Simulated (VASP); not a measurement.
A run of VASP 6.6.1 is set up as follows.

INCAR

```
ALGO     = Normal         # electronic algorithm
EDIFF    = 1E-6           # SCF threshold, eV
ENCUT    = 520            # plane-wave cutoff, eV
GGA      = PE             # functional
ISIF     = 2              # what is computed and relaxed
ISMEAR   = 0              # smearing method
IVDW     = 12             # dispersion correction
LASPH    = T              # aspherical terms in the spheres
LCHARG   = F              # write CHGCAR
LREAL    = F              # projectors in reciprocal space
LWAVE    = F              # write WAVECAR
NBANDS   = 35             # bands
NELM     = 80             # most SCF steps
PREC     = Accurate       # precision mode
SIGMA    = 0.02           # smearing width, eV
```

The input KPOINTS:

```
k-points
0
Gamma
  15 15 4
```

The input POSCAR:

```
WS2
1.0
    3.1540962585      0.0000000000      0.0000000000
   -1.5770481292      2.7315274858      0.0000000000
    0.0000000000      0.0000000000     12.1409020761
W S
2 4
Direct
    0.3333333333      0.6666666667      0.2500000000
    0.6666666667      0.3333333333      0.7500000000
    0.3333333333      0.6666666667      0.6202956423
    0.6666666667      0.3333333333      0.1202956423
    0.3333333333      0.6666666667      0.8797043577
    0.6666666667      0.3333333333      0.3797043577
```

Potentials or basis: VASP PAW PBE potentials, release 64 (W_sv, S).

The run is started by

```console
$ cat potpaw_PBE.64/W_sv/POTCAR potpaw_PBE.64/S/POTCAR > POTCAR
$ mpirun -np 1 vasp_std > vasp.out
```

(1) What does it give for the dispersion energy per atom?

(2) What does it give for the band gap on the k mesh?

(3) Estimate the pressure.

Answers

(1) -0.435 eV.

(2) 0.95 eV, indirect (least direct gap 1.83 eV).

(3) 0.0 GPa.

Caveat: spin-orbit coupling is left out, which moves the levels of the heavy elements.
